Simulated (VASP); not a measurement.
# KI in VASP: notebook

Runs on KI. Level: PBE. Tasks: G0W0 quasiparticle levels.

Program: VASP 6.6.1. These are calculated values, not measurements. Logs are shortened: lines on timing, memory, paths and dates and some standing lists are left out, and cuts for length are marked.

### Step 1. The cell of the first run

The structure is tetragonal, space group I4/mmm (No. 139). Conventional cell: a = 4.937 Å, b = 4.937 Å, c = 7.117 Å, α = 90.00°, β = 90.00°, γ = 90.00°. K (site symmetry 4/mmm) has 6 I at 3.49 to 3.56 Å within 4.6 Å. I (site symmetry 4/mmm) has 6 K at 3.49 to 3.56 Å within 4.6 Å.

### Step 2. G0W0 quasiparticle levels, PBE

The input, POSCAR:

```
KI
1.0
    0.0000000000      3.4911199532      3.5584596515
    3.4911199532      0.0000000000      3.5584596515
    3.4911199532      3.4911199532      0.0000000000
K I
1 1
Direct
    0.0000000000      0.0000000000      0.0000000000
    0.5000000000      0.5000000000      0.5000000000
```

The input, INCAR.step1:

```
SYSTEM = KI
PREC = Accurate ; ENCUT = 500
EDIFF = 1E-8 ; ISMEAR = 0
SIGMA = 0.01 ; LREAL = .False.
LASPH = .True. ; NELM = 60
ALGO = Normal ; LWAVE = .True.
LCHARG = .False. ; GGA = PE
```

The input, INCAR.step2:

```
SYSTEM = KI
PREC = Accurate ; ENCUT = 500
EDIFF = 1E-8 ; ISMEAR = 0
SIGMA = 0.01 ; LREAL = .False.
LASPH = .True. ; NELM = 1
ALGO = Exact ; LWAVE = .True.
LCHARG = .False. ; GGA = PE
NBANDS = 369 ; LOPTICS = .True.
ISTART = 1
```

The input, INCAR.step3:

```
SYSTEM = KI
PREC = Accurate ; ENCUT = 500
EDIFF = 1E-8 ; ISMEAR = 0
SIGMA = 0.01 ; LREAL = .False.
LASPH = .True. ; ALGO = EVGW0
LWAVE = .False. ; LCHARG = .False.
GGA = PE ; NELMGW = 1
NBANDS = 369 ; ENCUTGW = 150.0
NOMEGA = 96 ; PRECFOCK = Fast
ISTART = 1 ; NBANDSGW = 16
OMEGAMAX = 20
```

The input, KPOINTS:

```
regular mesh
0
Gamma
  4 4 4
  0 0 0
```

Potentials or basis: VASP PAW PBE potentials, release 64 (K_sv_GW, I_GW).

Run with:

```console
cat potpaw_PBE.64/K_sv_GW/POTCAR potpaw_PBE.64/I_GW/POTCAR > POTCAR
cp INCAR.step1 INCAR
mpirun -np 1 vasp_std > vasp.out
cp INCAR.step2 INCAR
mpirun -np 1 vasp_std > vasp.out
cp INCAR.step3 INCAR
mpirun -np 1 vasp_std > vasp.out
```

OUTCAR:

```text
SYSTEM = KI
   PREC = Accurate
   ENCUT = 500
   EDIFF = 1E-8
   ISMEAR = 0
   LREAL = .False.
   LASPH = .True.
   GGA = PE
   NELMGW = 1
   ENCUTGW = 150.0
   PRECFOCK = Fast
   ISTART = 1

 ion  position               nearest neighbor table
   1  0.000  0.000  0.000-   2 3.49   2 3.49   2 3.49   2 3.49   2 3.56   2 3.56
   2  0.500  0.500  0.500-   1 3.49   1 3.49   1 3.49   1 3.49   1 3.56   1 3.56

  LATTYP: Found a body centered tetragonal cell.
 ALAT       =     4.9371891857
 C/A-ratio  =     1.4414921194

  Lattice vectors:

 A1 = (  -3.4911199532,   0.0000000000,   3.5584596515)
 A2 = (   3.4911199532,   0.0000000000,   3.5584596515)
 A3 = (   0.0000000000,   3.4911199532,  -3.5584596515)

Analysis of symmetry for initial positions (statically):
=====================================================================
 Subroutine PRICEL returns:
 Original cell was already a primitive cell.

 Routine SETGRP: Setting up the symmetry group for a
 body centered tetragonal supercell.

 Subroutine GETGRP returns: Found 16 space group operations
 (whereof 16 operations were pure point group operations)
 out of a pool of 16 trial point group operations.

The static configuration has the point symmetry D_4h.

Analysis of symmetry for dynamics (positions and initial velocities):
=====================================================================
 Subroutine PRICEL returns:
 Original cell was already a primitive cell.

 Routine SETGRP: Setting up the symmetry group for a
 body centered tetragonal supercell.

 Subroutine GETGRP returns: Found 16 space group operations
 (whereof 16 operations were pure point group operations)
 out of a pool of 16 trial point group operations.

The dynamic configuration has the point symmetry D_4h.

 Subroutine INISYM returns: Found 16 space group operations
 (whereof 16 operations are pure point group operations),
 and found     1 'primitive' translations

----------------------------------------------------------------------------------------

                                     Primitive cell

  volume of cell :      86.7404

  direct lattice vectors                    reciprocal lattice vectors
     0.000000000  3.491119953  3.558459652    -0.143220516  0.143220516  0.140510234
[... 54 lines left out ...]
  0.500000  0.000000  0.500000      2.000000
 -0.250000  0.250000  0.500000      2.000000
   k-points           NKPTS =     13   k-points in BZ     NKDIM =     64   number of bands    NBANDS=    369
   number of dos      NEDOS =    301   number of ions     NIONS =      2
   total plane-waves  NPLWV =  46656
   dimension x,y,z NGX =    36 NGY =   36 NGZ =   36
   dimension x,y,z NGXF=    72 NGYF=   72 NGZF=   72
   ions per type =               1   1
   NGX,Y,Z   is equivalent  to a cutoff of  12.01, 12.01, 12.12 a.u.
   NGXF,Y,Z  is equivalent  to a cutoff of  24.01, 24.01, 24.24 a.u.
 SYSTEM =  KI
   PREC   = accura    normal or accurate (medium, high low for compatibility)
   ISTART =      1    job   : 0-new  1-cont  2-samecut
   ICHARG =      0    charge: 1-file 2-atom 10-const
   ISPIN  =      1    spin polarized calculation?
   LNONCOLLINEAR =      F non collinear calculations
   LSORBIT =      F    spin-orbit coupling
   LASPH  =      T    aspherical Exc in radial PAW
   ENCUT  =  500.0 eV  36.75 Ry    6.06 a.u.   9.09  9.09  9.00*2*pi/ulx,y,z
   NELM   =     60;   NELMIN=  2; NELMDL=  0     # of ELM steps
   EDIFF  = 0.1E-07   stopping-criterion for ELM
   LREAL  =      F    real-space projection
   EDIFFG = 0.1E-06   stopping-criterion for IOM
   NSW    =      0    number of steps for IOM
   IBRION =     -1    ionic relax: 0-MD 1-quasi-New 2-CG
   NFREE  =      0    steps in history (QN), initial steepest desc. (CG)
   ISIF   =      0    stress and relaxation
   ISYM   =      3    0-nonsym 1-usesym 2-fastsym
   POTIM  = 0.5000    time-step for ionic-motion
   TEBEG  =    0.0;   TEEND  =   0.0 temperature during run
   PSTRESS=    0.0 pullay stress
   NELECT =      16.0000    total number of electrons
   NUPDOWN=      -1.0000    fix difference up-down
   EMIN   =  10.00;   EMAX   =-10.00  energy-range for DOS
   EFERMI =   0.00;   METHOD = LEGACY
   ISMEAR =     0;   SIGMA  =   0.01  broadening in eV -4-tet -1-fermi 0-gaus
   EFERMI_NEDOS =   21; number of points for ismear=-14 and -15
   IALGO  =     38    algorithm
   IMIX   =      4    mixing-type and parameters
     AMIX     =   0.40;   BMIX     =  1.00
     AMIX_MAG =   1.60;   BMIX_MAG =  1.00
  volume/ion in A,a.u.               =      43.37       292.68
  Fermi-wavevector in a.u.,A,eV,Ry     =   0.931911  1.761056 11.816082  0.868458
  Thomas-Fermi vector in A             =   2.058453
   LORBIT       =      0    0 simple, 1 ext, 2 COOP (PROOUT), +10 PAW based schemes
   GGA     = PE    functional components
   LHFCALC =     T    Hartree Fock is set to
   PRECFOCK=fast      Normal, Fast or Accurate (Low or Medium for compatibility)
   ENCUT4O =  -1.0   cutoff for four orbital integrals eV
   NKREDX  =     1    reduce k-point grid by
   NKREDY  =     1    reduce k-point grid by
   NKREDZ  =     1    reduce k-point grid by
   AEXX    =    1.0000 exact exchange contribution
   HFSCREEN=    0.0000 screening length (either q_TF or 0.3 A-1)
   HFSCREENC=   0.0000 screening length for correlation (either q_TF or 0.3 A-1)
   ENCUTFOCK=  -1.0 apply spherical cutoff to Coloumb kernel
   IVDW    =     0    specifies the selected vdW correction
   LEPSILON=     F    determine dielectric tensor
   LRPA    =     F    only Hartree local field effects (RPA)
   LRPAFORCE           =     F    calculate RPA forces
   ENCUTGW             = 150.0    cutoff for response function in eV
   ENCUTGWSOFT         = 120.0    soft cutoff for Coulomb kernel in GW response function in eV
   ENCUTLF             =  -1.0    cutoff for local field effects
   NELMGW              =     1    number of iterations in solving QP/BSE equation
   NELMHF              =     1    number of iterations in the inner HF iteration
   NKREDLFX            =     1    NKREDLFY  =   1   NKREDLFZ  =   1
 non-spin polarized calculation
 Gauss-broadening in eV      SIGMA  =   0.01
  energy-cutoff  :      500.00
  volume of cell :       86.74
 maximum number of plane-waves:      2224
  NGX = 20; NGY = 20; NGZ = 20
   NGX = 19   NGY = 19   NGZ = 17
 maximum number of plane-waves:       370

 QP shifts <psi_nk| G(iteration)W_0 |psi_nk>: iteration 1
 for sc-GW calculations column KS-energies equals QP-energies in previous step
 and V_xc(KS)=  KS-energies - (<T + V_ion + V_H > + <T+V_H+V_ion>^1  + <V_x>^1)

 k-point   1 :       0.0000    0.0000    0.0000
  band No.  KS-energies  QP-energies   sigma(KS)   V_xc(KS)     V^pw_x(r,r')   Z            occupation Imag(sigma)

      1     -27.8497     -29.4595     -21.2636     -18.5268     -30.7429       0.5882       2.0000       0.4378
      2     -11.3397     -14.2582     -21.4999     -17.7823     -24.6260       0.7850       2.0000       0.0790
      3     -11.3397     -14.2582     -21.4999     -17.7823     -24.6260       0.7850       2.0000       0.0790
      4     -11.3397     -14.2582     -21.4999     -17.7823     -24.6260       0.7850       2.0000       0.0790
      5      -9.9102     -11.6308     -14.1694     -12.1052     -18.9764       0.8335       2.0000       1.3597
      6       0.6135      -1.1305     -13.2631     -11.0779     -14.2075       0.7981       2.0000       0.0328
[... 235 lines left out ...]
      2     -11.3880     -14.2139     -21.2335     -17.5473     -24.4212       0.7666       2.0000       0.1053
      3     -11.3755     -14.2907     -21.4092     -17.6852     -24.5459       0.7828       2.0000       0.0892
      4     -11.3755     -14.2907     -21.4092     -17.6852     -24.5459       0.7828       2.0000       0.0892
      5      -9.7040     -11.5074     -14.5079     -12.5247     -19.2391       0.9093       2.0000       1.3399
      6      -0.1330      -1.9482     -12.7071     -10.3936     -13.8408       0.7846       2.0000       0.0376
[... 8 lines left out ...]
     15      10.5269      12.6116      -9.2654     -11.8870      -5.3797       0.7952       0.0000      -0.1033
     16      11.0946      12.3309      -7.7385      -9.3339      -3.8018       0.7749       0.0000      -0.1188
```

Wall time 25 min (1 thread of Intel Xeon Platinum 8275CL at 3.00GHz (Skylake/Cascade Lake), shared host); peak memory 1.6 GiB.

Results:

- Quasiparticle gap: 6.21 eV
- Least direct quasiparticle gap: 6.21 eV
- Band gap of the starting levels on the mesh: 3.99 eV
- Least direct gap of the starting levels on the mesh: 3.99 eV

Caveat: the k points lie up to 0.39 Å⁻¹ apart; bands, screening cutoff and mesh are small and nothing is extrapolated, so the quasiparticle values aren't converged; spin-orbit coupling is left out, which moves the levels of the heavy elements.

### Step 3. G0W0 quasiparticle levels, PBE

This run uses another cell than the first one, of 44.96 Å³/atom.

The input, POSCAR:

```
KI
1.0
   -0.0472391067      3.5324879519      3.5324879519
    3.5324879519     -0.0472391067      3.5324879519
    3.5324879519      3.5324879519     -0.0472391067
K I
1 1
Direct
    0.0000000000      0.0000000000      0.0000000000
    0.5000000000      0.5000000000      0.5000000000
```

The input, INCAR.step1:

```
SYSTEM = KI
  PREC = Accurate
  ENCUT = 500
  EDIFF = 1E-8
  ISMEAR = 0
  SIGMA = 0.01
  LREAL = .False.
  LASPH = .True.
  NELM = 100
  ALGO = Normal
  LWAVE = .True.
  LCHARG = .False.
  GGA = PE
```

The input, INCAR.step2:

```
SYSTEM = KI
  PREC = Accurate
  ENCUT = 500
  EDIFF = 1E-8
  ISMEAR = 0
  SIGMA = 0.01
  LREAL = .False.
  LASPH = .True.
  NELM = 1
  ALGO = Exact
  LWAVE = .True.
  LCHARG = .False.
  GGA = PE
  NBANDS = 383
  LOPTICS = .True.
  ISTART = 1
```

The input, INCAR.step3:

```
SYSTEM = KI
  PREC = Accurate
  ENCUT = 500
  EDIFF = 1E-8
  ISMEAR = 0
  SIGMA = 0.01
  LREAL = .False.
  LASPH = .True.
  ALGO = EVGW0
  LWAVE = .False.
  LCHARG = .False.
  GGA = PE
  NELMGW = 1
  NBANDS = 383
  ENCUTGW = 150.0
  NOMEGA = 96
  PRECFOCK = Fast
  ISTART = 1
  NBANDSGW = 16
  OMEGAMAX = 20
```

The input, KPOINTS:

```
Automatic mesh
0
Gamma
  4 4 4
  0 0 0
```

Potentials or basis: VASP PAW PBE potentials, release 64 (K_sv_GW, I_GW).

Run with:

```console
cat potpaw_PBE.64/K_sv_GW/POTCAR potpaw_PBE.64/I_GW/POTCAR > POTCAR
cp INCAR.step1 INCAR
mpirun -np 1 vasp_std > vasp.out
cp INCAR.step2 INCAR
mpirun -np 1 vasp_std > vasp.out
cp INCAR.step3 INCAR
mpirun -np 1 vasp_std > vasp.out
```

OUTCAR:

```text
SYSTEM = KI
   PREC = Accurate
   ENCUT = 500
   EDIFF = 1E-8
   ISMEAR = 0
   LREAL = .False.
   LASPH = .True.
   GGA = PE
   NELMGW = 1
   ENCUTGW = 150.0
   PRECFOCK = Fast
   ISTART = 1

 ion  position               nearest neighbor table
   1  0.000  0.000  0.000-   2 3.56   2 3.56   2 3.56   2 3.56   2 3.56   2 3.56
   2  0.500  0.500  0.500-   1 3.56   1 3.56   1 3.56   1 3.56   1 3.56   1 3.56

  LATTYP: Found a trigonal (rhomboedric) cell.
 ALAT       =     4.9959157112
 COS(alpha) =     0.4865837339

  Lattice vectors:

 A1 = (  -0.0472391067,   3.5324879519,   3.5324879519)
 A2 = (   3.5324879519,  -0.0472391067,   3.5324879519)
 A3 = (   3.5324879519,   3.5324879519,  -0.0472391067)

Analysis of symmetry for initial positions (statically):
=====================================================================
 Subroutine PRICEL returns:
 Original cell was already a primitive cell.

 Routine SETGRP: Setting up the symmetry group for a
 trigonal (rhombohedral) supercell.

 Subroutine GETGRP returns: Found 12 space group operations
 (whereof 12 operations were pure point group operations)
 out of a pool of 12 trial point group operations.

The static configuration has the point symmetry D_3d.

Analysis of symmetry for dynamics (positions and initial velocities):
=====================================================================
 Subroutine PRICEL returns:
 Original cell was already a primitive cell.

 Routine SETGRP: Setting up the symmetry group for a
 trigonal (rhombohedral) supercell.

 Subroutine GETGRP returns: Found 12 space group operations
 (whereof 12 operations were pure point group operations)
 out of a pool of 12 trial point group operations.

[... 85 lines left out ...]
   LASPH  =      T    aspherical Exc in radial PAW
   ENCUT  =  500.0 eV  36.75 Ry    6.06 a.u.   9.11  9.11  9.11*2*pi/ulx,y,z
   NELM   =     60;   NELMIN=  2; NELMDL=  0     # of ELM steps
   EDIFF  = 0.1E-07   stopping-criterion for ELM
   LREAL  =      F    real-space projection
   EDIFFG = 0.1E-06   stopping-criterion for IOM
   NSW    =      0    number of steps for IOM
   IBRION =     -1    ionic relax: 0-MD 1-quasi-New 2-CG
   NFREE  =      0    steps in history (QN), initial steepest desc. (CG)
   ISIF   =      0    stress and relaxation
   ISYM   =      3    0-nonsym 1-usesym 2-fastsym
   POTIM  = 0.5000    time-step for ionic-motion
   TEBEG  =    0.0;   TEEND  =   0.0 temperature during run
   PSTRESS=    0.0 pullay stress
   NELECT =      16.0000    total number of electrons
   NUPDOWN=      -1.0000    fix difference up-down
   EMIN   =  10.00;   EMAX   =-10.00  energy-range for DOS
   EFERMI =   0.00;   METHOD = LEGACY
   ISMEAR =     0;   SIGMA  =   0.01  broadening in eV -4-tet -1-fermi 0-gaus
   EFERMI_NEDOS =   21; number of points for ismear=-14 and -15
   IALGO  =     38    algorithm
   IMIX   =      4    mixing-type and parameters
     AMIX     =   0.40;   BMIX     =  1.00
     AMIX_MAG =   1.60;   BMIX_MAG =  1.00
  volume/ion in A,a.u.               =      44.96       303.43
  Fermi-wavevector in a.u.,A,eV,Ry     =   0.920766  1.739995 11.535151  0.847810
  Thomas-Fermi vector in A             =   2.046108
   LORBIT       =      0    0 simple, 1 ext, 2 COOP (PROOUT), +10 PAW based schemes
   GGA     = PE    functional components
   LHFCALC =     T    Hartree Fock is set to
   PRECFOCK=fast      Normal, Fast or Accurate (Low or Medium for compatibility)
   ENCUT4O =  -1.0   cutoff for four orbital integrals eV
   NKREDX  =     1    reduce k-point grid by
   NKREDY  =     1    reduce k-point grid by
   NKREDZ  =     1    reduce k-point grid by
   AEXX    =    1.0000 exact exchange contribution
   HFSCREEN=    0.0000 screening length (either q_TF or 0.3 A-1)
   HFSCREENC=   0.0000 screening length for correlation (either q_TF or 0.3 A-1)
   ENCUTFOCK=  -1.0 apply spherical cutoff to Coloumb kernel
   IVDW    =     0    specifies the selected vdW correction
   LEPSILON=     F    determine dielectric tensor
   LRPA    =     F    only Hartree local field effects (RPA)
   LRPAFORCE           =     F    calculate RPA forces
   ENCUTGW             = 150.0    cutoff for response function in eV
   ENCUTGWSOFT         = 120.0    soft cutoff for Coulomb kernel in GW response function in eV
   ENCUTLF             =  -1.0    cutoff for local field effects
   NELMGW              =     1    number of iterations in solving QP/BSE equation
   NELMHF              =     1    number of iterations in the inner HF iteration
   NKREDLFX            =     1    NKREDLFY  =   1   NKREDLFZ  =   1
 non-spin polarized calculation
 Gauss-broadening in eV      SIGMA  =   0.01
  energy-cutoff  :      500.00
  volume of cell :       89.93
 maximum number of plane-waves:      2306
  NGX = 20; NGY = 20; NGZ = 20
   NGX = 19   NGY = 19   NGZ = 19
 maximum number of plane-waves:       382

 QP shifts <psi_nk| G(iteration)W_0 |psi_nk>: iteration 1
 for sc-GW calculations column KS-energies equals QP-energies in previous step
 and V_xc(KS)=  KS-energies - (<T + V_ion + V_H > + <T+V_H+V_ion>^1  + <V_x>^1)

 k-point   1 :       0.0000    0.0000    0.0000
  band No.  KS-energies  QP-energies   sigma(KS)   V_xc(KS)     V^pw_x(r,r')   Z            occupation Imag(sigma)

      1     -28.1348     -29.7776     -21.3268     -18.5278     -30.7421       0.5869       2.0000       0.4277
      2     -11.6214     -14.6058     -21.5694     -17.7872     -24.6285       0.7891       2.0000       0.0776
      3     -11.6191     -14.6048     -21.5630     -17.7829     -24.6258       0.7898       2.0000       0.0791
      4     -11.6191     -14.6048     -21.5630     -17.7829     -24.6258       0.7898       2.0000       0.0791
      5     -10.0757     -11.7516     -14.1947     -12.1086     -18.9647       0.8034       2.0000       1.3317
      6       0.3815      -1.3754     -13.2654     -11.0547     -14.1972       0.7947       2.0000       0.0326
[... 235 lines left out ...]
      2     -11.7512     -14.5174     -20.8904     -17.2023     -24.1388       0.7500       2.0000       0.1473
      3     -11.6218     -14.5920     -21.5547     -17.7764     -24.6155       0.7861       2.0000       0.0750
      4     -11.6218     -14.5920     -21.5547     -17.7764     -24.6155       0.7861       2.0000       0.0750
      5      -9.8195     -11.7273     -14.9046     -12.8414     -19.4975       0.9247       2.0000       1.2628
      6      -0.8691      -2.7445     -12.0332      -9.6278     -13.2505       0.7797       2.0000       0.0480
[... 8 lines left out ...]
     15       9.6378      10.6804      -7.2465      -8.5524      -3.4337       0.7984       0.0000      -0.0857
     16      10.4349      12.7201      -9.5315     -12.5028      -5.6873       0.7691       0.0000      -0.1045
```

OUTCAR.step1:

```text
SYSTEM = KI
   PREC = Accurate
   ENCUT = 500
   EDIFF = 1E-8
   ISMEAR = 0
   LREAL = .False.
   LASPH = .True.
[... 402 lines left out ...]
      0.00000      0.00000      0.00000         0.000000      0.000000      0.000000
      3.50887      3.50887      3.50887        -0.000000     -0.000000     -0.000000
 -----------------------------------------------------------------------------------
    total drift:                                0.000000      0.000000      0.000000

  FREE ENERGIE OF THE ION-ELECTRON SYSTEM (eV)
  ---------------------------------------------------
  free  energy   TOTEN  =        -8.0277653738 eV

  energy  without entropy=       -8.0277653738  energy(sigma->0) =       -8.02776537
```

Run time: 14 min. Hardware: 1 thread of Intel Xeon 6975P-C (Granite Rapids), shared host; peak memory 1.7 GiB.

What came out:

| Quantity | Value |
| --- | --- |
| Quasiparticle gap | 6.11 eV |
| Least direct quasiparticle gap | 6.11 eV |
| Band gap of the starting levels on the mesh | 3.88 eV |
| Least direct gap of the starting levels on the mesh | 3.88 eV |

Caveat: the k points lie up to 0.38 Å⁻¹ apart; bands, screening cutoff and mesh are small and nothing is extrapolated, so the quasiparticle values aren't converged; spin-orbit coupling is left out, which moves the levels of the heavy elements.
